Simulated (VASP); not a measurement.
A run of VASP 6.6.1 is set up as follows.

The input POSCAR:

```
NaF
1.0
    0.0000000000      2.3421204025      2.3421204025
    2.3421204025      0.0000000000      2.3421204025
    2.3421204025      2.3421204025      0.0000000000
Na F
1 1
Direct
    0.0000000000      0.0000000000      0.0000000000
    0.5000000000      0.5000000000      0.5000000000
```

INCAR.step1

```
SYSTEM = NaF
PREC = Accurate ; ENCUT = 520
ISMEAR = 0 ; SIGMA = 0.02
LREAL = .False. ; LASPH = .True.
NELM = 80 ; NBANDS = 14
GGA = PE ; ALGO = Normal
EDIFF = 1E-4 ; LWAVE = .True.
LCHARG = .False.
```

The input INCAR.step2:

```
SYSTEM = NaF
PREC = Accurate ; ENCUT = 520
EDIFF = 1E-6 ; ISMEAR = 0
SIGMA = 0.02 ; LREAL = .False.
LASPH = .True. ; NELM = 80
ALGO = Normal ; ISIF = 2
LWAVE = .False. ; LCHARG = .False.
METAGGA = R2SCAN ; LMIXTAU = .True.
NBANDS = 14 ; ISTART = 1
```

KPOINTS

```
Automatic mesh
0
Gamma
  8 8 8
  0 0 0
```

Potentials or basis: VASP PAW PBE potentials, release 64 (Na_pv, F).

Launch:

```console
$ cat potpaw_PBE.64/Na_pv/POTCAR potpaw_PBE.64/F/POTCAR > POTCAR
$ cp INCAR.step1 INCAR
$ mpirun -np 1 vasp_std > vasp.out
$ cp INCAR.step2 INCAR
$ mpirun -np 1 vasp_std > vasp.out
```

(1) Estimate the pressure.

(2) Estimate the band gap on the k mesh.

Results:

(1) -3.3 GPa.

(2) 6.99 eV, direct.

Caveat: the PAW data sets were made with another functional, which shifts forces and pressure a little.
